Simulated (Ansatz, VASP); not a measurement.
One calculation of Ge, two programs

```xyz
1
Lattice="1.3622 -2.5355 0.0000 1.3622 2.5355 0.0000 0.0000 0.0000 2.5633" Properties=species:S:1:pos:R:3 pbc="T T T"
Ge    1.3622    0.0000    0.0000
```

Change from the starting cell: strain -0.025 along x and y, -0.050 along z, atoms carried along.

Alike in both runs: task single point; functional r2SCAN; k mesh 20 × 20 × 18; occupations gaussian, width 0.15 eV; no spin polarisation.

```csv
,VASP,Ansatz
version,VASP 6.6.1,Ansatz 0.2.0
potentials or method,"VASP PAW PBE potentials, release 64 (Ge_d), cutoff 550 eV","scalar-relativistic, plane waves, PAW"
valence electrons in the cell,14,14
```

Ansatz gave:

```
gap on the k mesh at the Fermi level (eV)                     : none
pressure (GPa)                                                : 4.9
traceless stress, the component that is largest in VASP (GPa) : 3.79
```

Problem. What did VASP give for the same quantities?

Solution. gap on the k mesh at the Fermi level (eV): none; pressure (GPa): 4.8; traceless stress, the component that is largest in VASP (GPa): 3.88.

VASP's potentials were made for PBE, not for r2SCAN. A gap of «none» marks a metal or a gap that the smearing closes.
